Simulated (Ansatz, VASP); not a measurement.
# Pd in VASP and in Ansatz

File INCAR:

```
SYSTEM = Pd
  PREC = Accurate
  ENCUT = 520
  EDIFF = 1E-6
  ISMEAR = 0
  SIGMA = 0.15
  LREAL = .FALSE.
  LASPH = .TRUE.
  NELM = 100
  ALGO = Fast
  ISIF = 2
  LWAVE = .FALSE.
  LCHARG = .FALSE.
  GGA = PS
  NBANDS = 11
```

KPOINTS

```
regular mesh
0
G
  22 22 22
  0 0 0
```

Contents of POSCAR:

```
Pd
1.0
   -1.4691393664      1.4691393664      1.5722810000
    1.4691393664     -1.4691393664      1.5722810000
    1.6754226336      1.6754226336     -1.5722810000
Pd
1
Direct
    0.0000000000      0.0000000000      0.0000000000
```

Input for Ansatz:

```yaml
crystal:
  lattice:
    - [-1.4691393664, 1.4691393664, 1.572281]
    - [1.4691393664, -1.4691393664, 1.572281]
    - [1.6754226336, 1.6754226336, -1.572281]
  atoms:
    - { symbol: Pd, position: [0.0, 0.0, 0.0] }
basis:
  ecutwfc: 420
kpoints:
  mp_grid: { grid: [22, 22, 22] }
hamiltonian:
  xc: pbesol
scf:
  occupations: { method: gaussian, width: 0.15 }
output:
  forces: true
  stress: true
  eigenvalues: true
```

Change from the starting cell: strain +0.1312 x Voigt [0, 0, 0, 0, 0, 1], atoms carried along.

Alike in both runs: task single point; functional PBEsol; k mesh 22 × 22 × 22; occupations gaussian, width 0.15 eV; no spin polarisation.

```csv
,VASP,Ansatz
version,VASP 6.6.1,Ansatz 0.2.0
potentials or method,"VASP PAW PBE potentials, release 64 (Pd), cutoff 520 eV","scalar-relativistic, plane waves, PAW"
valence electrons in the cell,10,18
```

|  | VASP | Ansatz | Ansatz less VASP |
| --- | --- | --- | --- |
| gap on the k mesh at the Fermi level (eV) | none | none | - |
| pressure (GPa) | -6.5 | -6.3 | +0.29 |
| traceless stress, the component that is largest in VASP (GPa) | -12.44 | -12.59 | -0.150 |

VASP's potentials were made for PBE, not for PBEsol. A gap of «none» marks a metal or a gap that the smearing closes. With one functional, cell and mesh, what is left measures potentials, basis and numerics. VASP's potentials hold 10 valence electrons a cell and Ansatz's 18, so a difference there can come from the potentials and not from the codes.
